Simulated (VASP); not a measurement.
BIr3Pd, 5 atoms in the cell. It takes space group P6/mmm (No. 191, hexagonal). The conventional cell has a = 4.014 Å, b = 4.014 Å, c = 5.140 Å, α = 90.00°, β = 90.00°, γ = 120.00°. Within 2.7 Å of B (site symmetry 6/mmm) lie 6 Ir at 2.01 Å and 2 Pd at 2.57 Å. Within 3.4 Å of Pd (site symmetry 6/mmm) lie 2 B at 2.57 Å and 12 Ir at 3.26 Å. Within 2.7 Å of Ir (site symmetry mmm) lie 2 B at 2.01 Å and 4 Ir at 2.01 Å. 

| Property | Result |
| --- | --- |
| Program | VASP 6.6.1 |
| Task | single point |
| Functional | PBE |
| Potentials or basis | VASP PAW PBE potentials, release 64 (B, Pd_sv_GW, Ir_sv_GW) |
| Cutoff | 540 eV |
| k mesh | 6 × 6 × 4 |
| Occupations | gaussian, width 0.1 eV |
| Spin | no spin polarisation |
| Dipole correction | no |
| Second run | valence_matched |
| Further INCAR settings | ALGO = Normal; EDIFF = 1e-06; NBANDS = 44 |

Potentials or basis: VASP PAW PBE potentials, release 64 (B, Pd_sv_GW, Ir_sv_GW).

The run is started by

```console
$ cat potpaw_PBE.64/B/POTCAR potpaw_PBE.64/Pd_sv_GW/POTCAR potpaw_PBE.64/Ir_sv_GW/POTCAR > POTCAR
$ mpirun -np 1 vasp_std > vasp.out
```

Hardware: 1 thread of Intel(R) Xeon(R) Platinum 8375C CPU @ 2.90GHz (Ice Lake), with other jobs on the host.

Question: Estimate the wall time of this run.

Answer: It took 2.5 min on 1 thread of Intel(R) Xeon(R) Platinum 8375C CPU @ 2.90GHz (Ice Lake), with other jobs on the host, peak memory 0.23 GiB. Counts: scf iterations 17, k points 21.
